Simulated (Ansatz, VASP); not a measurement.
## One calculation of CdS, two programs

```
CELL_PARAMETERS angstrom
0.00000 2.80724 2.80724
2.80724 0.00000 2.80724
2.80724 2.80724 0.00000
ATOMIC_POSITIONS crystal
Cd 0.00000 0.00000 0.00000
S 0.50000 0.50000 0.50000
```

Change from the starting cell: volume scaled by 1.06.

Alike in both runs: task single point; functional PBE; k mesh 8 × 8 × 8; occupations fermi-dirac, width 0.05 eV; no spin polarisation.

```csv
,VASP,Ansatz
version,VASP 6.6.1,Ansatz 0.2.0
potentials or method,"VASP PAW PBE potentials, release 64 (Cd, S), cutoff 520 eV","all-electron LAPW, scalar-relativistic"
```

|  | VASP | Ansatz | Ansatz less VASP |
| --- | --- | --- | --- |
| gap on the k mesh at the Fermi level (eV) | 0.25 | 0.26 | +0.009 |
| least direct gap on the mesh (eV) | 1.18 | 1.20 | +0.020 |
| pressure (GPa) | -3.7 | -4.0 | -0.27 |

Ansatz ran all-electron here, and VASP with PAW potentials.
